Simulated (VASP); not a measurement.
Set up this calculation in VASP 6.6.1, as the native input.

```
Task                   : single point
Functional             : PBE
Potentials or basis    : VASP PAW PBE potentials, release 64 (Mg, Cd, S, O)
Cutoff                 : 520 eV
k mesh                 : 8 × 10 × 8
Occupations            : gaussian, width 0.1 eV
Spin                   : no spin polarisation
Dipole correction      : no
Further INCAR settings : ALGO = Normal; EDIFF = 1e-06; NBANDS = 31
```

The structure of MgCd2SO2 lies in POSCAR:

```
MgCd2SO2
1.0
    4.5701985249      0.0000000000      0.0000000000
    0.0000000000      3.8090878874      0.0000000000
    0.0000000000      0.0000000000      5.7006765318
Mg Cd S O
1 2 1 2
Direct
    0.5000000000      0.5000000000      0.5000000000
    0.0000000000      0.0000000000      0.7459828015
    0.0000000000      0.0000000000      0.2540171985
    0.5000000000      0.5000000000      0.0000000000
    0.5000000000      0.0000000000      0.5000000000
    0.0000000000      0.5000000000      0.0000000000
```

The cell was built from a structure type or drawn by symmetry, and may not be a known phase.

The input as run:

INCAR

```
PREC     = Accurate       # precision mode
ENCUT    = 520            # plane-wave cutoff, eV
EDIFF    = 1E-6           # SCF threshold, eV
ISMEAR   = 0              # smearing method
SIGMA    = 0.1            # smearing width, eV
LREAL    = False          # projectors in reciprocal space
LASPH    = True           # aspherical terms in the spheres
NELM     = 100            # most SCF steps
ALGO     = Normal         # electronic algorithm
ISIF     = 2              # what is computed and relaxed
LWAVE    = False          # write WAVECAR
LCHARG   = False          # write CHGCAR
GGA      = PE             # functional
NBANDS   = 31             # bands
```

KPOINTS

```
regular mesh
0
Gamma
  8 10 8
```

Potentials or basis: VASP PAW PBE potentials, release 64 (Mg, Cd, S, O).

Command:

```sh
$ cat potpaw_PBE.64/Mg/POTCAR potpaw_PBE.64/Cd/POTCAR potpaw_PBE.64/S/POTCAR potpaw_PBE.64/O/POTCAR > POTCAR
$ mpirun -np 1 vasp_std > vasp.out
```

It gave:

| Item | Value |
| --- | --- |
| Pressure | 0.2 GPa |
| Largest force | 0.038 eV/Å |
| Band gap on the k mesh | zero (bands 22 and 23 overlap by 0.68 eV) |

Caveat: semilocal functionals underestimate gaps, so a narrow gap can read as zero.

Run time: 2.6 min on 1 thread of Intel(R) Xeon(R) 6975P-C (Granite Rapids) (shared host), peak memory 0.52 GiB.
